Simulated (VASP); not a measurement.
# BN: single point with r2SCAN

The system is BN.

```
CELL_PARAMETERS angstrom
2.50581 0.00000 0.00000
-1.25290 2.17009 0.00000
0.00000 0.00000 4.14463
ATOMIC_POSITIONS crystal
B 0.66667 0.33333 0.99980
B 0.33333 0.66667 0.49980
N 0.66667 0.33333 0.62520
N 0.33333 0.66667 0.12520
```

This cell differs from its parent crystal: strain -0.015 along x and y, -0.015 along z.

```
Program             : VASP 6.6.1
Task                : single point
Functional          : r2SCAN
Potentials or basis : VASP PAW PBE potentials, release 64 (B, N)
Cutoff              : 520 eV
k mesh              : 12 × 12 × 6
Occupations         : gaussian, width 0.05 eV
Spin                : no spin polarisation
```

```
Pressure               : 20.6 GPa
Largest force          : 0.040 eV/Å
Band gap on the k mesh : 5.65 eV (least direct gap 9.21 eV)
```

Forces in eV/Å, atoms in the order of the input:
```
B    0.000  0.000 -0.040
B    0.000  0.000 -0.040
N    0.000  0.000  0.040
N    0.000  0.000  0.040
```

Stress tensor (GPa, compression positive):
```
20.52  0.00  0.00
 0.00 20.52  0.00
 0.00  0.00 20.76
```

Levels at points of the mesh, in eV from the valence-band top:
| k point | band 5 | band 6 | band 7 | band 8 | band 9 | band 10 | band 11 | band 12 |
| --- | --- | --- | --- | --- | --- | --- | --- | --- |
| (0.00, 0.00, 0.00) | -2.31 | -0.29 | 0.00 | 0.00 | 9.27 | 9.27 | 9.58 | 10.81 |
| (0.50, 0.00, 0.00) | -7.48 | -5.44 | -4.77 | -2.30 | 7.47 | 8.76 | 11.63 | 12.68 |
| (0.00, 0.00, 0.50) | -1.28 | -1.28 | -1.28 | -1.28 | 10.69 | 10.69 | 10.94 | 10.94 |
| (0.50, 0.00, 0.50) | -4.11 | -4.11 | -3.88 | -3.88 | 7.38 | 7.38 | 11.04 | 11.04 |

Run time: 62 s on 1 thread of Intel(R) Xeon(R) 6975P-C (Granite Rapids), with other jobs on the host, peak memory 0.14 GiB.

Caveat: the cell differs from its parent crystal (strain -0.015 along x and y, -0.015 along z); the cell stands under pressure; the PAW data sets were made with another functional, which shifts forces and pressure a little. A k mesh can miss the band edges.
